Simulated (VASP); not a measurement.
Wanted: the native input for a VASP 6.6.1 run.

| Property | Result |
| --- | --- |
| Task | single point |
| Functional | PBEsol |
| Potentials or basis | VASP PAW PBE potentials, release 64 (Co) |
| Cutoff | 520 eV |
| k mesh | 6 × 6 × 6 |
| Occupations | fermi-dirac, width 0.1 eV |
| Spin | collinear spin, ferromagnetic start |
| Starting moments | [2.5, 2.5, 2.5, 2.5, 2.5, 2.5] μB |
| Dipole correction | no |
| Further INCAR settings | ALGO = Normal; EDIFF = 1e-06; NBANDS = 40 |

The structure of Co lies in POSCAR:

```
Co
1.0
    0.0000000000      3.2457203505      3.2457203505
    3.2457203505      0.0000000000      3.2457203505
    3.2457203505      3.2457203505      0.0000000000
Co
6
Direct
    0.2500000000      0.2500000000      0.2500000000
    0.0000000000      0.0000000000      0.0000000000
    0.6250000000      0.6250000000      0.1250000000
    0.6250000000      0.1250000000      0.6250000000
    0.1250000000      0.6250000000      0.6250000000
    0.6250000000      0.6250000000      0.6250000000
```

This isn't the form of Co at room conditions, which is hcp.

These files were run (other wordings do the same):

INCAR

```
PREC = Accurate
ENCUT = 520
EDIFF = 1E-6
ISMEAR = -1
SIGMA = 0.1
LREAL = False
LASPH = True
NELM = 150
ALGO = Normal
ISIF = 2
LWAVE = False
LCHARG = False
ISPIN = 2
MAGMOM = 2.5 2.5 2.5 2.5 2.5 2.5
LORBIT = 11
LMAXMIX = 4
GGA = PS
NBANDS = 40
```

KPOINTS

```
regular mesh
0
Gamma
  6 6 6
```

Potentials or basis: VASP PAW PBE potentials, release 64 (Co).

Command:

```bash
$ cat potpaw_PBE.64/Co/POTCAR > POTCAR
$ mpirun -np 1 vasp_std > vasp.out
```

It gave:

* Pressure: -8.3 GPa
* Net moment: 10.10 μB per cell
* Site moments: Co +1.77, +1.66 (each value once) μB
* Valence electrons inside the program's atomic spheres: Co 7.96, 8.39 (each value once)

Caveat: the cell stands under tension; the PAW data sets were made with another functional, which shifts forces and pressure a little.

It took 56 s on 1 thread of Intel(R) Xeon(R) 6975P-C (Granite Rapids), on a shared host, peak memory 0.26 GiB.
